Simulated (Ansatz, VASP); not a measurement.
Ti in VASP and in Ansatz

```
Ti
1.0
     0.00000    1.96910    2.06045
     1.96910    0.00000    2.06045
     1.96910    1.96910    0.00000
Ti
1
Direct
  0.00000 0.00000 0.00000
```

Change from the starting cell: strain -0.030 along x and y, +0.015 along z, atoms carried along.

Alike in both runs: task single point; functional r2SCAN; k mesh 20 × 20 × 20; occupations gaussian, width 0.15 eV; no spin polarisation.

|  | VASP | Ansatz |
| --- | --- | --- |
| version | VASP 6.6.1 | Ansatz 0.2.0 |
| potentials or method | VASP PAW PBE potentials, release 64 (Ti_sv), cutoff 520 eV | scalar-relativistic, plane waves, PAW |
| valence electrons in the cell | 12 | 12 |

VASP gave:

- gap on the k mesh at the Fermi level (eV): none
- pressure (GPa): 11.1
- traceless stress, the component that is largest in VASP (GPa): -0.91

Task: Estimate Ansatz's values.

Result: gap on the k mesh at the Fermi level (eV): none; pressure (GPa): 10.6; traceless stress, the component that is largest in VASP (GPa): -0.89.

VASP's potentials were made for PBE, not for r2SCAN. A gap of «none» marks a metal or a gap that the smearing closes.
